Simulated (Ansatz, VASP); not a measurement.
One calculation of Sn2PbO3, two programs

```
Sn Pb O
1.0
    -3.97980    0.02701    0.07023
     0.09242   -0.00512   -5.31866
     0.07911  -11.28866   -0.01139
Sn Pb O
4 2 6
Direct
  0.99102 0.79125 0.16172
  0.48022 0.18609 0.33332
  0.01776 0.79766 0.83418
  0.51746 0.20954 0.66084
  0.99780 0.74940 0.50222
  0.50626 0.25321 0.99338
  0.51303 0.98778 0.49975
  0.98944 0.99740 0.33119
  0.50488 0.98011 0.17018
  0.99072 0.03760 0.99721
  0.98703 0.00988 0.68097
  0.50438 0.00009 0.83504
```

Change from the starting cell: cell x1, atoms moved at random (sigma 0.05 Å) and cell strained at random (1.5 %), then relaxed without symmetry.

Alike in both runs: task relaxation of cell and atoms; functional PBE; k mesh 4 × 4 × 1; occupations gaussian, width 0.1 eV; no spin polarisation.

|  | VASP | Ansatz |
| --- | --- | --- |
| version | VASP 6.6.1 | Ansatz 0.2.0 |
| potentials or method | VASP PAW PBE potentials, release 64 (Sn_d, Pb_d, O), cutoff 600 eV | scalar-relativistic, plane waves, PAW |
| valence electrons in the cell | 120 | 120 |

```tsv
	VASP	Ansatz	Ansatz less VASP
gap on the k mesh at the Fermi level, each at its own relaxed structure (eV)	1.51	1.56	+0.057
relaxed volume (Å³/atom)	19.69	19.96	+0.263
relaxed length of the cell vector where the two differ most in proportion (Å)	5.124	5.203	+0.0783
```

The k mesh is coarse, so the values compare programs but aren't converged. Neither program's run includes spin-orbit coupling.
